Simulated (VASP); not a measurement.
Wanted: the native input for a VASP 6.6.1 run.

| Item | Value |
| --- | --- |
| Task | relaxation of cell and atoms |
| Functional | PBE |
| Potentials or basis | VASP PAW PBE potentials, release 64 (Fe) |
| Cutoff | 600 eV |
| k mesh | 12 × 12 × 20 |
| Occupations | gaussian, width 0.1 eV |
| Spin | collinear spin, ferromagnetic start |
| Starting moments | [2.79, 2.79, 2.79] μB |
| Dipole correction | no |
| Further INCAR settings | ALGO = Fast; EDIFF = 1e-06; IBRION = 2; EDIFFG = -0.01; NSW = 100; ISIF = 3 |

The structure of Fe lies in POSCAR:

```
Fe
1.0
    4.1924280101      0.0000000000      0.0000000000
   -2.0962140050      3.6307491603      0.0000000000
    0.0000000000      0.0000000000      2.3722362369
Fe
3
Direct
    0.0000000000      0.0000000000      0.0000000000
    0.3333333333      0.6666666667      0.5000000000
    0.6666666667      0.3333333333      0.5000000000
```

This isn't the form of Fe at room conditions, which is bcc.

The input as run:

INCAR

```
SYSTEM = Fe
ALGO = Fast ; EDIFF = 1E-6
EDIFFG = -0.01 ; ENCUT = 600
GGA = PE ; IBRION = 2
ISIF = 3 ; ISMEAR = 0
ISPIN = 2 ; KPAR = 4
LASPH = .True. ; LCHARG = .False.
LMAXMIX = 4 ; LORBIT = 11
LREAL = .False. ; LWAVE = .False.
MAGMOM = 2.79 2.79 2.79 ; NELM = 150
NSW = 100 ; PREC = Accurate
SIGMA = 0.1
```

KPOINTS

```
k-points
0
Gamma
  12 12 20
  0 0 0
```

Potentials or basis: VASP PAW PBE potentials, release 64 (Fe).

Command:

```console
$ cat potpaw_PBE.64/Fe/POTCAR > POTCAR
$ mpirun -np 4 vasp_std > vasp.out
```

It gave:

The relaxed volume is 11.96 Å³/atom, the relaxed cell is a = 4.180 Å, b = 4.180 Å, c = 2.371 Å, α = 90.00°, β = 90.00°, γ = 120.00° and the space group after relaxing (to 0.1 Å) is P6/mmm (No. 191). The energy gained by relaxing is 0.3 meV/atom and the ionic steps are 6. The pressure after relaxing is 0.1 GPa, the net moment is 7.43 μB per cell and the site moments are Fe +2.56, +2.43 (each value once) μB. The valence electrons inside the program's atomic spheres are Fe 7.14, 7.22 (each value once).

It took 11 min on 4 MPI ranks on Oxide Virtual Turin-like Processor, on a shared host, peak memory 0.36 GiB a rank.
